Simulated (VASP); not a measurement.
# WC (rocksalt type) (Fm-3m) in VASP: notebook

WC (rocksalt type) is run at these levels: PBE; tasks: single point.

All numbers are computed with VASP 6.6.1; they aren't measurements. Logs are shortened: lines on timing, memory, paths and dates and some standing lists are left out, and cuts for length are marked.

## 1. The cell of the first run

The structure is cubic, space group Fm-3m (No. 225). The conventional cell has a = 3.885 Å, b = 3.885 Å, c = 3.885 Å, α = 90.00°, β = 90.00°, γ = 90.00°. W (site symmetry m-3m) has 6 C at 1.94 Å within 2.6 Å. Within 2.6 Å of C (site symmetry m-3m) lie 6 W at 1.94 Å.

## 2. Single point, PBE

INCAR reads:

```
PREC = Accurate
ENCUT = 520
EDIFF = 1E-6
ISMEAR = -1
SIGMA = 0.08
LREAL = F
LASPH = T
NELM = 100
ALGO = Normal
ISIF = 2
LWAVE = F
LCHARG = F
GGA = PE
NBANDS = 16
```

KPOINTS reads:

```
regular mesh
0
Gamma
  17 17 17
```

POSCAR reads:

```
WC
1.0
    0.0000000000      1.9426949713      1.9426949713
    1.9426949713      0.0000000000      1.9426949713
    1.9426949713      1.9426949713      0.0000000000
W C
1 1
Direct
    0.0000000000      0.0000000000      0.0000000000
    0.5000000000      0.5000000000      0.5000000000
```

Potentials or basis: VASP PAW PBE potentials, release 64 (W_sv, C).

Run with:

```
$ cat potpaw_PBE.64/W_sv/POTCAR potpaw_PBE.64/C/POTCAR > POTCAR
$ mpirun -np 1 vasp_std > vasp.out
```

OUTCAR:

```text
PREC = Accurate
   ENCUT = 520
   EDIFF = 1E-6
   ISMEAR = -1
   LREAL = F
   LASPH = T
   NELM = 100
   ISIF = 2
   GGA = PE

 ion  position               nearest neighbor table
   1  0.000  0.000  0.000-   2 1.94   2 1.94   2 1.94   2 1.94   2 1.94   2 1.94
   2  0.500  0.500  0.500-   1 1.94   1 1.94   1 1.94   1 1.94   1 1.94   1 1.94

  LATTYP: Found a face centered cubic cell.
 ALAT       =     3.8853899426

  Lattice vectors:

 A1 = (   0.0000000000,   1.9426949713,   1.9426949713)
 A2 = (   1.9426949713,   0.0000000000,   1.9426949713)
 A3 = (   1.9426949713,   1.9426949713,   0.0000000000)

Analysis of symmetry for initial positions (statically):
=====================================================================
 Subroutine PRICEL returns:
 Original cell was already a primitive cell.

 Routine SETGRP: Setting up the symmetry group for a
 face centered cubic supercell.

 Subroutine GETGRP returns: Found 48 space group operations
 (whereof 48 operations were pure point group operations)
 out of a pool of 48 trial point group operations.

The static configuration has the point symmetry O_h .

Analysis of symmetry for dynamics (positions and initial velocities):
=====================================================================
 Subroutine PRICEL returns:
 Original cell was already a primitive cell.

 Routine SETGRP: Setting up the symmetry group for a
 face centered cubic supercell.

 Subroutine GETGRP returns: Found 48 space group operations
 (whereof 48 operations were pure point group operations)
 out of a pool of 48 trial point group operations.

The dynamic configuration has the point symmetry O_h .

 Subroutine INISYM returns: Found 48 space group operations
 (whereof 48 operations are pure point group operations),
 and found     1 'primitive' translations

----------------------------------------------------------------------------------------

                                     Primitive cell

  volume of cell :      14.6637

  direct lattice vectors                    reciprocal lattice vectors
     0.000000000  1.942694971  1.942694971    -0.257374424  0.257374424  0.257374424
     1.942694971  0.000000000  1.942694971     0.257374424 -0.257374424  0.257374424
     1.942694971  1.942694971  0.000000000     0.257374424  0.257374424 -0.257374424

  length of vectors
     2.747385576  2.747385576  2.747385576     0.445785580  0.445785580  0.445785580

  position of ions in fractional coordinates (direct lattice)
     0.000000000  0.000000000  0.000000000
     0.500000000  0.500000000  0.500000000

  ion indices of the primitive-cell ions
   primitive index   ion index
                 1           1
                 2           2

----------------------------------------------------------------------------------------

 KPOINTS: regular mesh

Automatic generation of k-mesh.
 Grid dimensions read from file:
 generate k-points for:   17   17   17

 Generating k-lattice:

  Cartesian coordinates                     Fractional coordinates (reciprocal lattice)
    -0.015139672  0.015139672  0.015139672     0.058823529  0.000000000  0.000000000
     0.015139672 -0.015139672  0.015139672     0.000000000  0.058823529  0.000000000
     0.015139672  0.015139672 -0.015139672     0.000000000  0.000000000  0.058823529

  Length of vectors
     0.026222681  0.026222681  0.026222681

  Shift w.r.t. Gamma in fractional coordinates (k-lattice)
     0.000000000  0.000000000  0.000000000

 Subroutine IBZKPT returns following result:
 ===========================================

 Found    165 irreducible k-points:

 Following reciprocal coordinates:
            Coordinates               Weight
  0.000000  0.000000  0.000000      1.000000
  0.058824  0.000000  0.000000      8.000000
  0.117647  0.000000  0.000000      8.000000
  0.176471  0.000000  0.000000      8.000000
  0.235294  0.000000  0.000000      8.000000
  0.294118  0.000000  0.000000      8.000000
[... 16 lines left out ...]
 -0.176471  0.058824  0.000000     24.000000
 -0.117647  0.058824  0.000000     24.000000
 [... further k-points ...]
   k-points           NKPTS =    165   k-points in BZ     NKDIM =    165   number of bands    NBANDS=     16
   number of dos      NEDOS =    301   number of ions     NIONS =      2
   total plane-waves  NPLWV =   8000
   dimension x,y,z NGX =    20 NGY =   20 NGZ =   20
   dimension x,y,z NGXF=    40 NGYF=   40 NGZF=   40
   ions per type =               1   1
   NGX,Y,Z   is equivalent  to a cutoff of  12.10, 12.10, 12.10 a.u.
   NGXF,Y,Z  is equivalent  to a cutoff of  24.20, 24.20, 24.20 a.u.
 SYSTEM =  unknown system
   PREC   = accura    normal or accurate (medium, high low for compatibility)
   ISTART =      0    job   : 0-new  1-cont  2-samecut
   ICHARG =      2    charge: 1-file 2-atom 10-const
   ISPIN  =      1    spin polarized calculation?
   LNONCOLLINEAR =      F non collinear calculations
   LSORBIT =      F    spin-orbit coupling
   LASPH  =      T    aspherical Exc in radial PAW
   ENCUT  =  520.0 eV  38.22 Ry    6.18 a.u.   5.11  5.11  5.11*2*pi/ulx,y,z
   NELM   =    100;   NELMIN=  2; NELMDL= -5     # of ELM steps
   EDIFF  = 0.1E-05   stopping-criterion for ELM
   LREAL  =      F    real-space projection
   EDIFFG = 0.1E-04   stopping-criterion for IOM
   NSW    =      0    number of steps for IOM
   IBRION =     -1    ionic relax: 0-MD 1-quasi-New 2-CG
   NFREE  =      0    steps in history (QN), initial steepest desc. (CG)
   ISIF   =      2    stress and relaxation
   ISYM   =      2    0-nonsym 1-usesym 2-fastsym
   POTIM  = 0.5000    time-step for ionic-motion
   TEBEG  =    0.0;   TEEND  =   0.0 temperature during run
   PSTRESS=    0.0 pullay stress
   NELECT =      18.0000    total number of electrons
   NUPDOWN=      -1.0000    fix difference up-down
   EMIN   =  10.00;   EMAX   =-10.00  energy-range for DOS
   EFERMI =   0.00;   METHOD = LEGACY
   ISMEAR =    -1;   SIGMA  =   0.08  broadening in eV -4-tet -1-fermi 0-gaus
   EFERMI_NEDOS =   21; number of points for ismear=-14 and -15
   IALGO  =     38    algorithm
   IMIX   =      4    mixing-type and parameters
     AMIX     =   0.40;   BMIX     =  1.00
     AMIX_MAG =   1.60;   BMIX_MAG =  1.00
  volume/ion in A,a.u.               =       7.33        49.48
  Fermi-wavevector in a.u.,A,eV,Ry     =   1.752875  3.312454 41.804883  3.072572
  Thomas-Fermi vector in A             =   2.823121
   LORBIT       =      0    0 simple, 1 ext, 2 COOP (PROOUT), +10 PAW based schemes
   GGA     = PE    functional components
   LHFCALC =     F    Hartree Fock is set to
   AEXX    =    0.0000 exact exchange contribution
   IVDW    =     0    specifies the selected vdW correction
   LEPSILON=     F    determine dielectric tensor
   LRPA    =     F    only Hartree local field effects (RPA)
 non-spin polarized calculation
  energy-cutoff  :      520.00
  volume of cell :       14.66
 maximum number of plane-waves:       411
   NGX = 11   NGY = 11   NGZ = 11

 number of electron      18.0000004 magnetization

 Free energy of the ion-electron system (eV)
  ---------------------------------------------------
  ext. energy  EPLUGINS =         0.00000000
  ---------------------------------------------------
  free energy    TOTEN  =       -17.39166225 eV

  energy without entropy =      -17.37746148  energy(sigma->0) =      -17.38456186

 E-fermi :  18.6672     XC(G=0): -15.8550

 val. band max:       18.6377013900   @ k =   0.2941   0.1176   0.0000
 cond. band min:      18.6677099211   @ k =  -0.3529   0.3529   0.1765
 fundamental gap:      0.0300085311
 Fermi energy:        18.6671504871

 k-point     1 :       0.0000    0.0000    0.0000
  band No.  band energies     occupation
      1     -56.6645      2.00000
      2     -20.4465      2.00000
      3     -20.4465      2.00000
      4     -20.4465      2.00000
      5      -0.2696      2.00000
      6      14.2638      2.00000
[... 8 lines left out ...]
     15      29.8780      0.00000
     16      49.8455      0.00000

 k-point     2 :       0.0588    0.0000    0.0000
  band No.  band energies     occupation
      1     -56.6575      2.00000
      2     -20.5290      2.00000
      3     -20.4536      2.00000
      4     -20.4536      2.00000
      5      -0.1006      2.00000
      6      13.8017      2.00000
[... 8 lines left out ...]
     15      30.0363      0.00000
     16      48.2415      0.00000

 k-point     3 :       0.1176    0.0000    0.0000
  band No.  band energies     occupation
      1     -56.6375      2.00000
      2     -20.7600      2.00000
      3     -20.4736      2.00000
      4     -20.4736      2.00000
      5       0.3836      2.00000
      6      12.8145      2.00000
[... 8 lines left out ...]
     15      30.4526      0.00000
     16      45.6018      0.00000

 k-point     4 :       0.1765    0.0000    0.0000
  band No.  band energies     occupation
      1     -56.6071      2.00000
      2     -21.0969      2.00000
      3     -20.5039      2.00000
      4     -20.5039      2.00000
      5       1.1216      2.00000
      6      11.6999      2.00000
[... 8 lines left out ...]
     15      31.0469      0.00000
     16      43.1602      0.00000

 k-point     5 :       0.2353    0.0000    0.0000
  band No.  band energies     occupation
      1     -56.5703      2.00000
      2     -21.4838      2.00000
      3     -20.5399      2.00000
      4     -20.5399      2.00000
      5       2.0265      2.00000
      6      10.6154      2.00000
[... 8 lines left out ...]
     15      32.8494      0.00000
     16      41.2895      0.00000

 k-point     6 :       0.2941    0.0000    0.0000
  band No.  band energies     occupation
      1     -56.5321      2.00000
      2     -21.8653      2.00000
      3     -20.5768      2.00000
      4     -20.5768      2.00000
      5       2.9999      2.00000
      6       9.6264      2.00000
[... 8 lines left out ...]
     15      34.8882      0.00000
     16      38.5416      0.00000

 k-point     7 :       0.3529    0.0000    0.0000
  band No.  band energies     occupation
      1     -56.4975      2.00000
      2     -22.1937      2.00000
      3     -20.6097      2.00000
      4     -20.6097      2.00000
      5       3.9443      2.00000
      6       8.7607      2.00000
[... 8 lines left out ...]
     15      36.0862      0.00000
     16      36.0862      0.00000

 k-point     8 :       0.4118    0.0000    0.0000
  band No.  band energies     occupation
      1     -56.4712      2.00000
      2     -22.4327      2.00000
      3     -20.6342      2.00000
      4     -20.6342      2.00000
      5       4.7633      2.00000
      6       8.0412      2.00000
[... 8 lines left out ...]
     15      34.1250      0.00000
     16      34.1250      0.00000

 k-point     9 :       0.4706    0.0000    0.0000
  band No.  band energies     occupation
      1     -56.4572      2.00000
      2     -22.5582      2.00000
      3     -20.6472      2.00000
      4     -20.6472      2.00000
      5       5.3105      2.00000
      6       7.5581      2.00000
[... 8 lines left out ...]
     15      32.8822      0.00000
     16      32.8822      0.00000
[... 172 lines left out ...]
 k-point    19 :      -0.4118    0.0588    0.0000
  band No.  band energies     occupation
      1     -56.4618      2.00000
      2     -22.4660      2.00000
      3     -20.7132      2.00000
      4     -20.6359      2.00000
      5       5.1113      2.00000
      6       7.4330      2.00000
[... 8 lines left out ...]
     15      33.7429      0.00000
     16      34.0760      0.00000

 k-point    20 :      -0.3529    0.0588    0.0000
  band No.  band energies     occupation
      1     -56.4840      2.00000
      2     -22.2677      2.00000
      3     -20.7035      2.00000
      4     -20.6013      2.00000
      5       4.3363      2.00000
      6       8.1594      2.00000
[... 8 lines left out ...]
     15      34.9497      0.00000
     16      36.1163      0.00000

 k-point    21 :      -0.2941    0.0588    0.0000
  band No.  band energies     occupation
      1     -56.5158      2.00000
      2     -21.9736      2.00000
      3     -20.6789      2.00000
      4     -20.5612      2.00000
      5       3.4231      2.00000
      6       9.0382      2.00000
[... 8 lines left out ...]
     15      35.5255      0.00000
     16      36.9429      0.00000

 k-point    22 :      -0.2353    0.0588    0.0000
  band No.  band energies     occupation
      1     -56.5529      2.00000
      2     -21.6159      2.00000
      3     -20.6422      2.00000
      4     -20.5209      2.00000
      5       2.4579      2.00000
      6      10.0504      2.00000
[... 8 lines left out ...]
     15      33.6832      0.00000
     16      38.8772      0.00000

 k-point    23 :      -0.1765    0.0588    0.0000
  band No.  band energies     occupation
      1     -56.5902      2.00000
      2     -21.2382      2.00000
      3     -20.5976      2.00000
      4     -20.4857      2.00000
      5       1.5312      2.00000
      6      11.1779      2.00000
[... 8 lines left out ...]
     15      31.7413      0.00000
     16      40.9881      0.00000

 k-point    24 :      -0.1176    0.0588    0.0000
  band No.  band energies     occupation
      1     -56.6227      2.00000
      2     -20.8937      2.00000
      3     -20.5494      2.00000
      4     -20.4607      2.00000
      5       0.7395      2.00000
      6      12.3657      2.00000
[... 8 lines left out ...]
     15      30.7498      0.00000
     16      43.5224      0.00000

 [... further k-points ...]

------------------------ aborting loop because EDIFF is reached ----------------------------------------

  FORCE on cell =-STRESS in cart. coord.  units (eV):
  Direction    XX          YY          ZZ          XY          YZ          ZX
  --------------------------------------------------------------------------------------
  -------------------------------------------------------------------------------------
  Total       26.1785956     26.1785956     26.1785956      0.0000000      0.0000000      0.0000000
  in kB     2860.3098642   2860.3098642   2860.3098642      0.0000000      0.0000000      0.0000000
  external PRESSURE =    2860.3098642 kB  Pullay stress =       0.0000000 kB

 VOLUME and BASIS-vectors are now :
 -----------------------------------------------------------------------------
  energy-cutoff  :      520.00
  volume of cell :       14.66
      direct lattice vectors                 reciprocal lattice vectors
     0.000000000  1.942694971  1.942694971    -0.257374424  0.257374424  0.257374424
     1.942694971  0.000000000  1.942694971     0.257374424 -0.257374424  0.257374424
     1.942694971  1.942694971  0.000000000     0.257374424  0.257374424 -0.257374424

 POSITION                                       TOTAL-FORCE (eV/Angst)
 -----------------------------------------------------------------------------------
      0.00000      0.00000      0.00000         0.000000     -0.000000      0.000000
      1.94269      1.94269      1.94269        -0.000000      0.000000     -0.000000
 -----------------------------------------------------------------------------------
    total drift:                                0.000000     -0.000000     -0.000000

  FREE ENERGIE OF THE ION-ELECTRON SYSTEM (eV)
  ---------------------------------------------------
  free  energy   TOTEN  =       -17.3916622453 eV

  energy  without entropy=      -17.3774614811  energy(sigma->0) =      -17.38456186
```

Run time: 13 s. Hardware: 1 thread of Intel Xeon 6975P-C (Granite Rapids), shared host; peak memory 0.15 GiB.

Results:

| Item | Value |
| --- | --- |
| Free energy | -17.3917 eV |
| Pressure | 286.0 GPa |
| Band gap on the k mesh | zero (band 9 reaches 20.62 eV, above the bottom of band 10 at 15.35 eV) |

Levels at points of the mesh, in eV from the Fermi level:
| k point | band 7 | band 8 | band 9 | band 10 | band 11 | band 12 |
| --- | --- | --- | --- | --- | --- | --- |
| (0.00, 0.00, 0.00) | -4.40 | -4.40 | -1.84 | -1.84 | -1.84 | -1.31 |

Caveat: spin-orbit coupling is left out, which moves the levels of the heavy elements.

(Part 1 of 3 ends here.)
